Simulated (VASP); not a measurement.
Set up this calculation in VASP 6.6.1, as the native input.

| Item | Value |
| --- | --- |
| Task | single point |
| Functional | r2SCAN |
| Potentials or basis | VASP PAW PBE potentials, release 64 (Mg, O) |
| Cutoff | 520 eV |
| k mesh | 12 × 12 × 12 |
| Occupations | gaussian, width 0.05 eV |
| Spin | no spin polarisation |
| Dipole correction | no |
| Further INCAR settings | ALGO = Normal; EDIFF = 1e-07; NBANDS = 14 |

MgO2:

```
CELL_PARAMETERS angstrom
1.56464 0.90335 3.58133
-1.56464 0.90335 3.58133
0.00000 -1.80669 3.58133
ATOMIC_POSITIONS crystal
Mg 0.00000 0.00000 0.00000
O 0.42879 0.42879 0.42879
O 0.57121 0.57121 0.57121
```

This cell differs from its parent crystal: strain -0.025 along x and y, +0.025 along z.

The input as run:

POSCAR

```
MgO2
1.0
    1.5646419906      0.9033464745      3.5813283468
   -1.5646419906      0.9033464745      3.5813283468
    0.0000000000     -1.8066929489      3.5813283468
Mg O
1 2
Direct
    0.0000000000      0.0000000000      0.0000000000
    0.4287860000      0.4287860000      0.4287860000
    0.5712140000      0.5712140000      0.5712140000
```

INCAR.step1

```
PREC     = Accurate       # precision mode
ENCUT    = 520            # plane-wave cutoff, eV
ISMEAR   = 0              # smearing method
SIGMA    = 0.05           # smearing width, eV
LREAL    = F              # projectors in reciprocal space
LASPH    = T              # aspherical terms in the spheres
NELM     = 60             # most SCF steps
NBANDS   = 14             # bands
GGA      = PE             # functional
ALGO     = Normal         # electronic algorithm
EDIFF    = 1E-4           # SCF threshold, eV
LWAVE    = T              # write WAVECAR
LCHARG   = F              # write CHGCAR
```

INCAR.step2

```
PREC     = Accurate       # precision mode
ENCUT    = 520            # plane-wave cutoff, eV
EDIFF    = 1E-7           # SCF threshold, eV
ISMEAR   = 0              # smearing method
SIGMA    = 0.05           # smearing width, eV
LREAL    = F              # projectors in reciprocal space
LASPH    = T              # aspherical terms in the spheres
NELM     = 60             # most SCF steps
ALGO     = Normal         # electronic algorithm
ISIF     = 2              # what is computed and relaxed
LWAVE    = F              # write WAVECAR
LCHARG   = T              # write CHGCAR
METAGGA  = R2SCAN         # meta-GGA
LMIXTAU  = T            
LELF     = T              # ELF
LVHAR    = T            
NBANDS   = 14             # bands
ISTART   = 1
```

KPOINTS

```
regular mesh
0
Gamma
  12 12 12
```

Potentials or basis: VASP PAW PBE potentials, release 64 (Mg, O).

Command:

```bash
$ cat potpaw_PBE.64/Mg/POTCAR potpaw_PBE.64/O/POTCAR > POTCAR
$ cp INCAR.step1 INCAR
$ mpirun -np 1 vasp_std > vasp.out
$ cp INCAR.step2 INCAR
$ mpirun -np 1 vasp_std > vasp.out
```

Results of the run:

```yaml
Pressure: -5.0 GPa
Largest_force: 0.859 eV/Å
Band_gap_on_the_k_mesh: 2.32 eV
```

Caveat: the cell differs from its parent crystal (strain -0.025 along x and y, +0.025 along z); the cell stands under tension; the PAW data sets were made with another functional, which shifts forces and pressure a little.

It took 11 min on 1 thread of Intel Xeon 8259CL, with other jobs on the host, peak memory 0.23 GiB.
